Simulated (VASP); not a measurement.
A run of VASP 6.6.1 is set up as follows.

INCAR

```
PREC = Accurate
ENCUT = 520
EDIFF = 1E-6
ISMEAR = 0
SIGMA = 0.05
LREAL = F
LASPH = T
NELM = 80
ALGO = Normal
ISIF = 2
LWAVE = F
LCHARG = F
GGA = PS
NBANDS = 11
```

KPOINTS

```
Automatic mesh
0
Gamma
  10 10 10
```

The input POSCAR:

```
MgO
1.0
    0.0000000000      2.1250890106      2.1250890106
    2.1250890106      0.0000000000      2.1250890106
    2.1250890106      2.1250890106      0.0000000000
Mg O
1 1
Direct
    0.0063090101      0.0063090101     -0.0063090101
    0.4904156203      0.4904156203      0.5095843797
```

Potentials or basis: VASP PAW PBE potentials, release 64 (Mg, O).

Command:

```console
$ cat potpaw_PBE.64/Mg/POTCAR potpaw_PBE.64/O/POTCAR > POTCAR
$ mpirun -np 1 vasp_std > vasp.out
```

Question: Predict the band gap on the k mesh.

Answer: 4.38 eV, direct.

Question: Estimate the largest force.

Answer: 0.332 eV/Å.

Question: What does it give for the pressure?

Answer: -4.0 GPa.

Stress tensor (GPa, compression positive):
```
-4.45  0.00  0.00
 0.00 -4.45  0.00
 0.00  0.00 -2.97
```

Caveat: the PAW data sets were made with another functional, which shifts forces and pressure a little.
